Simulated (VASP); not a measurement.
# NaCl (Pm-3m) in VASP: notebook

The runs below take NaCl through relaxation of cell and atoms, with PBEsol+D3(BJ), PBEsol+D4.

Everything below comes from runs of VASP 6.6.1. Logs are shortened: lines on timing, memory, paths and dates and some standing lists are left out, and cuts for length are marked.

### Step 1. The cell of the first run

It takes space group Pm-3m (No. 221, cubic). Conventional cell: a = 3.502 Å, b = 3.502 Å, c = 3.502 Å, α = 90.00°, β = 90.00°, γ = 90.00°. Cl (site symmetry m-3m) has 8 Na at 3.03 Å and 6 Cl at 3.50 Å within 4.0 Å. Na (site symmetry m-3m) has 8 Cl at 3.03 Å and 6 Na at 3.50 Å within 4.0 Å.

### Step 2. Relaxation of cell and atoms, PBEsol+D3(BJ)

The input, INCAR:

```
SYSTEM = NaCl
ALGO = Normal
EDIFF = 1E-6
EDIFFG = -0.01
ENCUT = 600
GGA = PS
IBRION = 2
ISIF = 3
ISMEAR = -1
IVDW = 12
LASPH = .True.
LCHARG = .False.
LREAL = .False.
LWAVE = .False.
NELM = 80
NSW = 60
PREC = Accurate
SIGMA = 0.05
```

The input, KPOINTS:

```
k-points
0
Gamma
  8 8 8
  0 0 0
```

The input, POSCAR:

```
NaCl
1.0
    3.5021900000      0.0000000000      0.0000000000
    0.0000000000      3.5021900000      0.0000000000
    0.0000000000      0.0000000000      3.5021900000
Cl Na
1 1
Direct
    0.5000000000      0.5000000000      0.5000000000
    0.0000000000      0.0000000000      0.0000000000
```

Potentials or basis: VASP PAW PBE potentials, release 64 (Cl, Na_pv).

Launch:

```sh
> cat potpaw_PBE.64/Cl/POTCAR potpaw_PBE.64/Na_pv/POTCAR > POTCAR
> mpirun -np 1 vasp_std > vasp.out
```

OUTCAR:

```text
SYSTEM = NaCl
   EDIFF = 1E-6
   EDIFFG = -0.01
   ENCUT = 600
   GGA = PS
   IBRION = 2
   ISIF = 3
   ISMEAR = -1
   IVDW = 12
   LASPH = .True.
   LREAL = .False.
   NELM = 80
   NSW = 60
   PREC = Accurate
 IVDW          = 12

 ion  position               nearest neighbor table
   1  0.500  0.500  0.500-
   2  0.000  0.000  0.000-

  LATTYP: Found a simple cubic cell.
 ALAT       =     3.5021900000

  Lattice vectors:

 A1 = (   3.5021900000,   0.0000000000,   0.0000000000)
 A2 = (   0.0000000000,   3.5021900000,   0.0000000000)
 A3 = (   0.0000000000,   0.0000000000,   3.5021900000)

Analysis of symmetry for initial positions (statically):
=====================================================================
 Subroutine PRICEL returns:
 Original cell was already a primitive cell.

 Routine SETGRP: Setting up the symmetry group for a
 simple cubic supercell.

 Subroutine GETGRP returns: Found 48 space group operations
 (whereof 48 operations were pure point group operations)
 out of a pool of 48 trial point group operations.

The static configuration has the point symmetry O_h .

Analysis of symmetry for dynamics (positions and initial velocities):
=====================================================================
 Subroutine PRICEL returns:
 Original cell was already a primitive cell.

 Routine SETGRP: Setting up the symmetry group for a
 simple cubic supercell.

 Subroutine GETGRP returns: Found 48 space group operations
 (whereof 48 operations were pure point group operations)
 out of a pool of 48 trial point group operations.

The dynamic configuration has the point symmetry O_h .

 Subroutine INISYM returns: Found 48 space group operations
 (whereof 48 operations are pure point group operations),
 and found     1 'primitive' translations

----------------------------------------------------------------------------------------

                                     Primitive cell

  volume of cell :      42.9555

  direct lattice vectors                    reciprocal lattice vectors
     3.502190000  0.000000000  0.000000000     0.285535622  0.000000000  0.000000000
     0.000000000  3.502190000  0.000000000     0.000000000  0.285535622  0.000000000
     0.000000000  0.000000000  3.502190000     0.000000000  0.000000000  0.285535622

  length of vectors
     3.502190000  3.502190000  3.502190000     0.285535622  0.285535622  0.285535622

  position of ions in fractional coordinates (direct lattice)
     0.500000000  0.500000000  0.500000000
     0.000000000  0.000000000  0.000000000

  ion indices of the primitive-cell ions
   primitive index   ion index
[... 68 lines left out ...]
   ISPIN  =      1    spin polarized calculation?
   LNONCOLLINEAR =      F non collinear calculations
   LSORBIT =      F    spin-orbit coupling
   LASPH  =      T    aspherical Exc in radial PAW
   ENCUT  =  600.0 eV  44.10 Ry    6.64 a.u.   6.99  6.99  6.99*2*pi/ulx,y,z
   NELM   =     80;   NELMIN=  2; NELMDL= -5     # of ELM steps
   EDIFF  = 0.1E-05   stopping-criterion for ELM
   LREAL  =      F    real-space projection
   EDIFFG = -.1E-01   stopping-criterion for IOM
   NSW    =     60    number of steps for IOM
   IBRION =      2    ionic relax: 0-MD 1-quasi-New 2-CG
   NFREE  =      1    steps in history (QN), initial steepest desc. (CG)
   ISIF   =      3    stress and relaxation
   ISYM   =      2    0-nonsym 1-usesym 2-fastsym
   POTIM  = 0.5000    time-step for ionic-motion
   TEBEG  =    0.0;   TEEND  =   0.0 temperature during run
   PSTRESS=    0.0 pullay stress
   NELECT =      14.0000    total number of electrons
   NUPDOWN=      -1.0000    fix difference up-down
   EMIN   =  10.00;   EMAX   =-10.00  energy-range for DOS
   EFERMI =   0.00;   METHOD = LEGACY
   ISMEAR =    -1;   SIGMA  =   0.05  broadening in eV -4-tet -1-fermi 0-gaus
   EFERMI_NEDOS =   21; number of points for ismear=-14 and -15
   IALGO  =     38    algorithm
   IMIX   =      4    mixing-type and parameters
     AMIX     =   0.40;   BMIX     =  1.00
     AMIX_MAG =   1.60;   BMIX_MAG =  1.00
  volume/ion in A,a.u.               =      21.48       144.94
  Fermi-wavevector in a.u.,A,eV,Ry     =   1.126621  2.129005 17.269530  1.269275
  Thomas-Fermi vector in A             =   2.263304
   LORBIT       =      0    0 simple, 1 ext, 2 COOP (PROOUT), +10 PAW based schemes
   GGA     = PS    functional components
   LHFCALC =     F    Hartree Fock is set to
   AEXX    =    0.0000 exact exchange contribution
   IVDW    =    12    specifies the selected vdW correction
   LEPSILON=     F    determine dielectric tensor
   LRPA    =     F    only Hartree local field effects (RPA)
 conjugate gradient relaxation of ions
 non-spin polarized calculation
  energy-cutoff  :      600.00
  volume of cell :       42.96
 maximum number of plane-waves:      1472
 NGX is ok and might be reduce to    28
   NGX = 13   NGY = 13   NGZ = 13

--------------------------------------- Ionic step        1  -------------------------------------------

 number of electron      13.9999982 magnetization

 Free energy of the ion-electron system (eV)
  ---------------------------------------------------
  ext. energy  EPLUGINS =         0.00000000
  ---------------------------------------------------
  free energy    TOTEN  =        -6.72308370 eV

  energy without entropy =       -6.72308370  energy(sigma->0) =       -6.72308370

------------------------ aborting loop because EDIFF is reached ----------------------------------------

 Edisp (eV)   -0.39835

 E8    (eV) :    -0.2556
[... 111 lines left out ...]
--------------------------------------- Ionic step        4  -------------------------------------------

 number of electron      14.0000008 magnetization

 Free energy of the ion-electron system (eV)
  ---------------------------------------------------
  ext. energy  EPLUGINS =         0.00000000
  ---------------------------------------------------
  free energy    TOTEN  =        -6.71669099 eV

  energy without entropy =       -6.71669099  energy(sigma->0) =       -6.71669099

 E-fermi :   2.2974     XC(G=0):  -9.0711

 val. band max:        1.1715705841   @ k =   0.5000   0.5000   0.0000
 cond. band min:       5.3779778589   @ k =   0.0000   0.0000   0.0000
 fundamental gap:      4.2064072748
 Fermi energy:         2.2974120048

 k-point     1 :       0.0000    0.0000    0.0000
  band No.  band energies     occupation
      1     -20.6368      2.00000
      2     -20.6368      2.00000
      3     -20.6368      2.00000
      4     -12.6119      2.00000
      5       0.5750      2.00000
      6       0.5750      2.00000
      7       0.5750      2.00000
      8       5.3780      0.00000
      9       9.4347      0.00000
     10       9.4347      0.00000
     11      17.4603      0.00000
[... 309 lines left out ...]
 k-point    24 :       0.5000    0.3750    0.1250
  band No.  band energies     occupation
      1     -20.6867      2.00000
      2     -20.6766      2.00000
      3     -20.6342      2.00000
      4     -11.7828      2.00000
      5      -1.6094      2.00000
      6      -1.1952      2.00000
      7       0.7131      2.00000
      8       7.1500      0.00000
      9      10.8417      0.00000
     10      11.1008      0.00000
     11      12.4010      0.00000

 [... further k-points ...]

------------------------ aborting loop because EDIFF is reached ----------------------------------------

 Edisp (eV)   -0.44607

 E8    (eV) :    -0.2866
[... 25 lines left out ...]
  FREE ENERGIE OF THE ION-ELECTRON SYSTEM (eV)
  ---------------------------------------------------
  free  energy   TOTEN  =        -7.1627620201 eV

  energy  without entropy=       -7.1627620201  energy(sigma->0) =       -7.16276202

 reached required accuracy - stopping structural energy minimisation
```

OSZICAR:

```text
N       E                     dE             d eps       ncg     rms          rms(c)
DAV:   1     0.991421735827E+02    0.99142E+02   -0.79958E+03   770   0.144E+03
DAV:   2     0.204934832318E+01   -0.97093E+02   -0.89401E+02   906   0.289E+02
DAV:   3    -0.671762478229E+01   -0.87670E+01   -0.86528E+01   901   0.829E+01
[... 30 lines left out ...]
DAV:   2    -0.671843618112E+01    0.83808E-02   -0.13672E-02   869   0.133E+00    0.270E-01
DAV:   3    -0.671686057753E+01    0.15756E-02   -0.35611E-03   872   0.709E-01    0.123E-01
DAV:   4    -0.671669380747E+01    0.16677E-03   -0.10696E-04  1065   0.124E-01    0.128E-02
DAV:   5    -0.671669128623E+01    0.25212E-05   -0.90405E-06   863   0.268E-02    0.765E-03
DAV:   6    -0.671669098903E+01    0.29721E-06   -0.45583E-07   424   0.118E-02
   4 F= -.71627620E+01 E0= -.71627620E+01  d E =-.413249E-01
```

It took 21 s on 1 thread of Intel Xeon Platinum 8559C (Emerald Rapids), shared host; peak memory 0.16 GiB.

Results:

* Free energy: -7.1628 eV
* Relaxed volume: 19.29 Å³/atom
* Relaxed cell: a = 3.379 Å, b = 3.379 Å, c = 3.379 Å, α = 90.00°, β = 90.00°, γ = 90.00°
* Space group after relaxing (to 0.05 Å): Pm-3m (No. 221)
* Energy gained by relaxing: 20.7 meV/atom
* Ionic steps: 4
* Pressure after relaxing: 0.0 GPa
* Band gap on the k mesh: 4.21 eV, indirect (least direct gap 4.80 eV)
* Dispersion energy per atom: -0.223 eV

The path:
| step | energy change (eV) | largest force (eV/Å) | pressure (GPa) | volume (Å³) |
| --- | --- | --- | --- | --- |
| 1 | 0.0000 | 0.0000 | -2.76 | 42.96 |
| 2 | -0.0309 | 0.0000 | -1.62 | 40.69 |
| 3 | -0.0407 | 0.0000 | 0.35 | 38.15 |
| 4 | -0.0413 | 0.0000 | 0.04 | 38.57 |

Final structure:
```
Cl Na
1.0
     3.37883    0.00000    0.00000
     0.00000    3.37883    0.00000
     0.00000    0.00000    3.37883
Cl Na
1 1
Direct
  0.50000 0.50000 0.50000
  0.00000 0.00000 0.00000
```

Caveat: the PAW data sets were made with another functional, which shifts forces and pressure a little. A k mesh can miss the band edges.

### Step 3. Relaxation of cell and atoms, PBEsol+D4

The input, INCAR:

```
PREC = Accurate
ENCUT = 600
EDIFF = 1E-6
ISMEAR = -1
SIGMA = 0.05
LREAL = F
LASPH = T
NELM = 80
ALGO = Normal
ISIF = 3
LWAVE = F
LCHARG = F
GGA = PS
IVDW = 13
IBRION = 2
NSW = 60
EDIFFG = -0.01
```

The input, KPOINTS:

```
Automatic mesh
0
Gamma
  8 8 8
```

POSCAR is that of step 2.

Potentials or basis: VASP PAW PBE potentials, release 64 (Cl, Na_pv).

Launch:

```sh
> cat potpaw_PBE.64/Cl/POTCAR potpaw_PBE.64/Na_pv/POTCAR > POTCAR
> mpirun -np 1 vasp_std > vasp.out
```

OUTCAR:

```text
PREC = Accurate
   ENCUT = 600
   EDIFF = 1E-6
   ISMEAR = -1
   LREAL = F
   LASPH = T
   NELM = 80
   ISIF = 3
   GGA = PS
   IVDW = 13
   IBRION = 2
   NSW = 60
   EDIFFG = -0.01

 ion  position               nearest neighbor table
   1  0.500  0.500  0.500-
   2  0.000  0.000  0.000-

  LATTYP: Found a simple cubic cell.
 ALAT       =     3.5021900000

  Lattice vectors:

 A1 = (   3.5021900000,   0.0000000000,   0.0000000000)
 A2 = (   0.0000000000,   3.5021900000,   0.0000000000)
 A3 = (   0.0000000000,   0.0000000000,   3.5021900000)

Analysis of symmetry for initial positions (statically):
=====================================================================
 Subroutine PRICEL returns:
 Original cell was already a primitive cell.

 Routine SETGRP: Setting up the symmetry group for a
 simple cubic supercell.

[... 292 lines left out ...]
  ---------------------------------------------------
  free energy    TOTEN  =        -6.72985749 eV

  energy without entropy =       -6.72985749  energy(sigma->0) =       -6.72985749

 E-fermi :   1.8874     XC(G=0):  -8.8712

 val. band max:        0.8309137063   @ k =   0.5000   0.5000   0.0000
 cond. band min:       4.8785209776   @ k =   0.0000   0.0000   0.0000
 fundamental gap:      4.0476072712
 Fermi energy:         1.8874146038

 k-point     1 :       0.0000    0.0000    0.0000
  band No.  band energies     occupation
      1     -20.9995      2.00000
      2     -20.9995      2.00000
      3     -20.9995      2.00000
      4     -12.7748      2.00000
      5       0.2754      2.00000
      6       0.2754      2.00000
      7       0.2754      2.00000
      8       4.8785      0.00000
      9       9.1624      0.00000
     10       9.1624      0.00000
     11      17.0122      0.00000
[... 309 lines left out ...]
 k-point    24 :       0.5000    0.3750    0.1250
  band No.  band energies     occupation
      1     -21.0420      2.00000
      2     -21.0335      2.00000
      3     -20.9974      2.00000
      4     -12.0311      2.00000
      5      -1.7719      2.00000
      6      -1.3828      2.00000
      7       0.4063      2.00000
      8       6.8118      0.00000
      9      10.3360      0.00000
     10      10.6397      0.00000
     11      11.9561      0.00000

 [... further k-points ...]

------------------------ aborting loop because EDIFF is reached ----------------------------------------

  DFT-D4 for vdW energy calculation

  Edisp (eV):   -0.12718
[... 25 lines left out ...]
  FREE ENERGIE OF THE ION-ELECTRON SYSTEM (eV)
  ---------------------------------------------------
  free  energy   TOTEN  =        -6.8570400969 eV

  energy  without entropy=       -6.8570400968  energy(sigma->0) =       -6.85704010

 reached required accuracy - stopping structural energy minimisation
```

CONTCAR:

```text
NaCl
   1.00000000000000
     3.4285158410144527    0.0000000000000000   -0.0000000000000000
    -0.0000000000000000    3.4285158410144527    0.0000000000000000
     0.0000000000000000    0.0000000000000000    3.4285158410144527
  Cl              Na
     1     1
Direct
     0.5000000000000000    0.5000000000000000    0.5000000000000000
     0.0000000000000000    0.0000000000000000    0.0000000000000000

  0.00000000E+00  0.00000000E+00  0.00000000E+00
  0.00000000E+00  0.00000000E+00  0.00000000E+00
```

It took 19 s on 1 thread of Intel Xeon Platinum 8559C (Emerald Rapids), shared host; peak memory 0.16 GiB.

Results:

```
Free energy                            : -6.8570 eV
Relaxed volume                         : 20.15 Å³/atom
Relaxed cell                           : a = 3.429 Å, b = 3.429 Å, c = 3.429 Å, α = 90.00°, β = 90.00°, γ = 90.00°
Space group after relaxing (to 0.05 Å) : Pm-3m (No. 221)
Energy gained by relaxing              : 7.3 meV/atom
Ionic steps                            : 4
Pressure after relaxing                : 0.0 GPa
Band gap on the k mesh                 : 4.05 eV, indirect (least direct gap 4.60 eV)
Dispersion energy per atom             : -0.064 eV
```

The path:
```
step  energy change (eV)  largest force (eV/Å)  pressure (GPa)  volume (Å³)
   1              0.0000                0.0000           -1.65        42.96
   2             -0.0109                0.0000           -0.88        41.60
   3             -0.0146                0.0000           -0.13        40.49
   4             -0.0147                0.0000            0.02        40.30
```

Final structure:
```cif
data_structure
_symmetry_space_group_name_H-M 'P 1'
_symmetry_Int_Tables_number 1
_cell_length_a 3.4285
_cell_length_b 3.4285
_cell_length_c 3.4285
_cell_angle_alpha 90.000
_cell_angle_beta 90.000
_cell_angle_gamma 90.000
_cell_volume 40.30
loop_
_atom_site_label
_atom_site_type_symbol
_atom_site_fract_x
_atom_site_fract_y
_atom_site_fract_z
_atom_site_occupancy
Cl1 Cl 0.50000 0.50000 0.50000 1
Na1 Na 0.00000 0.00000 0.00000 1
```

Levels at points of the mesh, in eV from the valence-band top:
| k point | band 4 | band 5 | band 6 | band 7 | band 8 | band 9 | band 10 | band 11 |
| --- | --- | --- | --- | --- | --- | --- | --- | --- |
| (0.00, 0.00, 0.00) | -13.61 | -0.56 | -0.56 | -0.56 | 4.05 | 8.33 | 8.33 | 16.18 |
| (0.50, 0.00, 0.00) | -13.17 | -3.30 | -0.29 | -0.29 | 6.94 | 8.92 | 10.35 | 11.92 |
| (0.50, 0.50, 0.00) | -12.86 | -2.54 | -2.54 | 0.00 | 5.40 | 9.86 | 11.29 | 11.29 |
| (0.50, 0.50, 0.50) | -12.53 | -2.09 | -2.09 | -2.09 | 6.96 | 6.96 | 6.96 | 12.16 |

Caveat: the PAW data sets were made with another functional, which shifts forces and pressure a little.
